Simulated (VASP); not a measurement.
# Zr in VASP: single point with PBE

Aim: the single point of Zr with PBE.

All numbers are computed with VASP 6.6.1; they aren't measurements. Logs are shortened: lines on timing, memory, paths and dates and some standing lists are left out, and cuts for length are marked.

## (1) The cell of the first run

The cell holds a slab with vacuum, 6 atoms: a = 3.233 Å, b = 6.097 Å, c = 20.334 Å, α = 90.00°, β = 90.00°, γ = 105.37°.

## (2) Single point, PBE

Contents of INCAR:

```
SYSTEM = Zr
PREC     = Accurate       ! precision mode
ENCUT    = 520            ! plane-wave cutoff, eV
EDIFF    = 1E-6           ! SCF threshold, eV
ISMEAR   = 0              ! smearing method
SIGMA    = 0.1            ! smearing width, eV
LREAL    = .False.        ! projectors in reciprocal space
LASPH    = .True.         ! aspherical terms in the spheres
NELM     = 100            ! most SCF steps
ALGO     = Fast           ! electronic algorithm
ISIF     = 2              ! what is computed and relaxed
LWAVE    = .False.        ! write WAVECAR
LCHARG   = .False.        ! write CHGCAR
LDIPOL   = .True.       
IDIPOL   = 3            
DIPOL    = 0.5 0.5 0.500
GGA      = PE             ! functional
NBANDS   = 45             ! bands
ISYM     = 0
```

Contents of KPOINTS:

```
regular mesh
0
Gamma
  11 6 1
  0 0 0
```

Contents of POSCAR:

```
Zr
1.0
    3.2327898661      0.0000000000      0.0000000000
   -1.6163949330      5.8786051464      0.0000000000
    0.0000000000      0.0000000000     20.3338712280
Zr
6
Direct
    0.7890702173      0.5787274575      0.3744188721
    0.0647105262      0.1299127591      0.3946897685
    0.3971898970      0.7941937822      0.4864125129
    0.6698426494      0.3398712683      0.5135876508
    0.0023216552      0.0041515852      0.6053101145
    0.2779613465      0.5553357309      0.6255810812
```

Potentials or basis: VASP PAW PBE potentials, release 64 (Zr_sv).

Run with:

```sh
$ cat potpaw_PBE.64/Zr_sv/POTCAR > POTCAR
$ mpirun -np 1 vasp_std > vasp.out
```

OUTCAR:

```text
SYSTEM = Zr
   PREC = Accurate
   ENCUT = 520
   EDIFF = 1E-6
   ISMEAR = 0
   LREAL = .False.
   LASPH = .True.
   NELM = 100
   ISIF = 2
   GGA = PE
   ISYM = 0

 ion  position               nearest neighbor table
   1  0.789  0.579  0.374-   3 3.07   3 3.07   2 3.12   2 3.12   4 3.16   2 3.27
   2  0.065  0.130  0.395-   1 3.12   1 3.12   4 3.16   3 3.16   4 3.16   3 3.16   1 3.27
   3  0.397  0.794  0.486-   1 3.07   1 3.07   5 3.16   6 3.16   2 3.16   5 3.16   2 3.16   4 3.17
                             4 3.17   4 3.26
   4  0.670  0.340  0.514-   6 3.07   6 3.07   2 3.16   1 3.16   5 3.16   2 3.16   5 3.16   3 3.17
                             3 3.17   3 3.26
   5  0.002  0.004  0.605-   6 3.12   6 3.12   3 3.16   4 3.16   3 3.16   4 3.16   6 3.27
   6  0.278  0.555  0.626-   4 3.07   4 3.07   5 3.12   5 3.12   3 3.16   5 3.27

IMPORTANT INFORMATION: All symmetrisations will be switched off!
NOSYMM: (Re-)initialisation of all symmetry stuff for point group C_1.

----------------------------------------------------------------------------------------

                                     Primitive cell

  volume of cell :     386.4309

  direct lattice vectors                    reciprocal lattice vectors
     3.232789866  0.000000000  0.000000000     0.309330344  0.085054190  0.000000000
    -1.616394933  5.878605146  0.000000000     0.000000000  0.170108380  0.000000000
     0.000000000  0.000000000 20.333871228     0.000000000  0.000000000  0.049179027

  length of vectors
     3.232789866  6.096780384 20.333871228     0.320810656  0.170108380  0.049179027

  position of ions in fractional coordinates (direct lattice)
     0.789070217  0.578727458  0.374418872
     0.064710526  0.129912759  0.394689769
     0.397189897  0.794193782  0.486412513
     0.669842649  0.339871268  0.513587651
     0.002321655  0.004151585  0.605310114
     0.277961346  0.555335731  0.625581081

  ion indices of the primitive-cell ions
   primitive index   ion index
                 1           1
                 2           2
                 3           3
                 4           4
                 5           5
                 6           6

----------------------------------------------------------------------------------------

 KPOINTS: regular mesh

Automatic generation of k-mesh.
 Grid dimensions read from file:
 generate k-points for:   11    6    1

 Generating k-lattice:

  Cartesian coordinates                     Fractional coordinates (reciprocal lattice)
     0.028120940  0.007732199  0.000000000     0.090909091  0.000000000  0.000000000
[... 95 lines left out ...]
   EFERMI =   0.00;   METHOD = LEGACY
   ISMEAR =     0;   SIGMA  =   0.10  broadening in eV -4-tet -1-fermi 0-gaus
   EFERMI_NEDOS =   21; number of points for ismear=-14 and -15
   IALGO  =     68    algorithm
   IMIX   =      4    mixing-type and parameters
     AMIX     =   0.40;   BMIX     =  1.00
     AMIX_MAG =   1.60;   BMIX_MAG =  1.00
  volume/ion in A,a.u.               =      64.41       434.63
  Fermi-wavevector in a.u.,A,eV,Ry     =   0.935036  1.766962 11.895472  0.874293
  Thomas-Fermi vector in A             =   2.061902
   LORBIT       =      0    0 simple, 1 ext, 2 COOP (PROOUT), +10 PAW based schemes
   GGA     = PE    functional components
   LHFCALC =     F    Hartree Fock is set to
   AEXX    =    0.0000 exact exchange contribution
   IVDW    =     0    specifies the selected vdW correction
   LEPSILON=     F    determine dielectric tensor
   LRPA    =     F    only Hartree local field effects (RPA)
 non-spin polarized calculation
 RMM-DIIS sequential band-by-band and
 Gauss-broadening in eV      SIGMA  =   0.10
  energy-cutoff  :      520.00
  volume of cell :      386.43
 maximum number of plane-waves:     10455
   NGX = 13   NGY = 23   NGZ = 75

 dipolmoment           0.000000      0.000000      0.000086 electrons x Angstroem

 number of electron      72.0000000 magnetization

 dipolmoment           0.000000      0.000000     -0.000047 electrons x Angstroem

 Free energy of the ion-electron system (eV)
  ---------------------------------------------------
  ext. energy  EPLUGINS =         0.00000000
  ---------------------------------------------------
  free energy    TOTEN  =       -47.34176384 eV

  energy without entropy =      -47.27870659  energy(sigma->0) =      -47.31023521

 E-fermi :   0.9668     XC(G=0):  -4.9644

 val. band max:        0.9643328274   @ k =   0.0000   0.0000   0.0000
 cond. band min:       0.9708479326   @ k =  -0.1818   0.3333   0.0000
 fundamental gap:      0.0065151052
 Fermi energy:         0.9667993295

 k-point     1 :       0.0000    0.0000    0.0000
  band No.  band energies     occupation
      1     -47.9812      2.00000
      2     -47.9691      2.00000
      3     -47.8850      2.00000
      4     -47.8849      2.00000
      5     -47.5495      2.00000
      6     -47.4888      2.00000
[... 1141 lines left out ...]
     44       2.9156      0.00000
     45       3.0044      0.00000

 [... further k-points ...]

------------------------ aborting loop because EDIFF is reached ----------------------------------------

 vacuum level on the upper side and lower side of the slab       (xc-potential included)        -0.145        -0.148

  FORCE on cell =-STRESS in cart. coord.  units (eV):
  Direction    XX          YY          ZZ          XY          YZ          ZX
  --------------------------------------------------------------------------------------
  -------------------------------------------------------------------------------------
  Total       -4.0727502     -2.2184793     -0.0016026      0.0036491     -0.0095062      0.0002324
  in kB      -16.8859899     -9.1980152     -0.0066447      0.0151295     -0.0394137      0.0009634
  external PRESSURE =      -8.6968833 kB  Pullay stress =       0.0000000 kB

 VOLUME and BASIS-vectors are now :
 -----------------------------------------------------------------------------
  energy-cutoff  :      520.00
  volume of cell :      386.43
      direct lattice vectors                 reciprocal lattice vectors
     3.232789866  0.000000000  0.000000000     0.309330344  0.085054190  0.000000000
    -1.616394933  5.878605146  0.000000000     0.000000000  0.170108380  0.000000000
     0.000000000  0.000000000 20.333871228     0.000000000  0.000000000  0.049179027

 POSITION                                       TOTAL-FORCE (eV/Angst)
 -----------------------------------------------------------------------------------
      1.61545      3.40211      7.61339         0.000142     -0.007111     -0.013407
     -0.00079      0.76371      8.02557        -0.000071      0.010169      0.002976
      0.00030      4.66875      9.89065        -0.001323      0.005583      0.010464
      1.61609      1.99797     10.44323         0.001318     -0.005539     -0.010368
      0.00079      0.02441     12.30830         0.000045     -0.010245     -0.003006
      0.00095      3.26460     12.72049        -0.000111      0.007144      0.013341
 -----------------------------------------------------------------------------------
    total drift:                                0.000043     -0.000058      0.000176

  FREE ENERGIE OF THE ION-ELECTRON SYSTEM (eV)
  ---------------------------------------------------
  free  energy   TOTEN  =       -47.3417638353 eV

  energy  without entropy=      -47.2787065852  energy(sigma->0) =      -47.31023521

 vacuum level on the upper side and lower side of the slab         4.550         4.549
```

OSZICAR:

```text
N       E                     dE             d eps       ncg     rms          rms(c)
DAV:   1     0.722095246900E+03    0.72210E+03   -0.36986E+04  3812   0.139E+03
DAV:   2     0.208726593295E+02   -0.70122E+03   -0.68761E+03  3619   0.411E+02
DAV:   3    -0.436062062778E+02   -0.64479E+02   -0.63154E+02  4865   0.842E+01
[... 28 lines left out ...]
RMM:  32    -0.473417595525E+02   -0.16918E-05   -0.17719E-05  3046   0.768E-03    0.350E-03
RMM:  33    -0.473417609900E+02   -0.14375E-05   -0.15353E-05  2926   0.674E-03    0.370E-03
RMM:  34    -0.473417621139E+02   -0.11239E-05   -0.11970E-05  2719   0.591E-03    0.386E-03
RMM:  35    -0.473417630677E+02   -0.95381E-06   -0.10172E-05  2526   0.520E-03    0.392E-03
RMM:  36    -0.473417638353E+02   -0.76756E-06   -0.80377E-06  2453   0.470E-03
   1 F= -.47341764E+02 E0= -.47310235E+02  d E =-.630573E-01
```

It took 19 min on 1 thread of AMD EPYC 9R45 (Zen 5), shared host; peak memory 0.64 GiB.

What came out:

```yaml
Free_energy: -47.3418 eV
Largest_force: 0.015 eV/Å
Band_gap_on_the_k_mesh: zero (bands 36 and 37 overlap by 0.36 eV)
```

Forces in eV/Å, atoms in the order of the input:
```
Zr   0.000 -0.007 -0.013
Zr   0.000  0.010  0.003
Zr  -0.001  0.006  0.010
Zr   0.001 -0.006 -0.010
Zr   0.000 -0.010 -0.003
Zr   0.000  0.007  0.013
```
